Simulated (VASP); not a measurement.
Pt:

```xyz
4
Lattice="2.7740 0.0000 0.0000 -1.3870 2.4024 0.0000 0.0000 0.0000 9.0600" Properties=species:S:1:pos:R:3 pbc="T T T"
Pt    0.0000    0.0000    0.0000
Pt    0.0000    0.0000    4.5300
Pt    0.0000    1.6016    2.2650
Pt    1.3870    0.8008    6.7950
```

This isn't the form of Pt at room conditions, which is fcc.

- Program: VASP 6.6.1
- Task: relaxation of cell and atoms
- Functional: r2SCAN
- Potentials or basis: VASP PAW PBE potentials, release 64 (Pt)
- Cutoff: 550 eV
- k mesh: 13 × 13 × 4
- Occupations: fermi-dirac, width 0.1 eV
- Spin: no spin polarisation

At the start: pressure 5.6 GPa; volume 15.09 Å³/atom.

**Question.** Where does the relaxation end?

**Answer.** Over 8 steps the energy falls by 8.0 meV/atom and the volume is 15.40 Å³/atom (+2.0 %); space group P6_3/mmc (No. 194, to 0.1 Å) before and after.

The path:
```csv
step,energy change (eV),largest force (eV/Å),pressure (GPa),volume (Å³)
1,0.0000,0.0000,5.56,60.38
2,0.1176,0.0000,-12.71,65.07
3,-0.0237,0.0000,-0.51,61.69
4,-0.0237,0.0000,-0.40,61.67
5,-0.0304,0.0000,-0.11,61.60
6,-0.0320,0.0000,0.19,61.55
7,-0.0318,0.0000,-0.49,61.71
8,-0.0320,0.0000,0.02,61.59
```

Final structure:
```yaml
crystal:
  lattice:
    - [2.76800, 0.00000, 0.00000]
    - [-1.38400, 2.39716, 0.00000]
    - [0.00000, 0.00000, 9.28167]
  atoms:
    - { symbol: Pt, position: [0.00000, 0.00000, 0.00000] }
    - { symbol: Pt, position: [0.00000, 0.00000, 0.50000] }
    - { symbol: Pt, position: [0.33333, 0.66667, 0.25000] }
    - { symbol: Pt, position: [0.66667, 0.33333, 0.75000] }
```

Caveat: the highest band is partly filled, so the run has too few bands; the PAW data sets were made with another functional, which shifts forces and pressure a little.
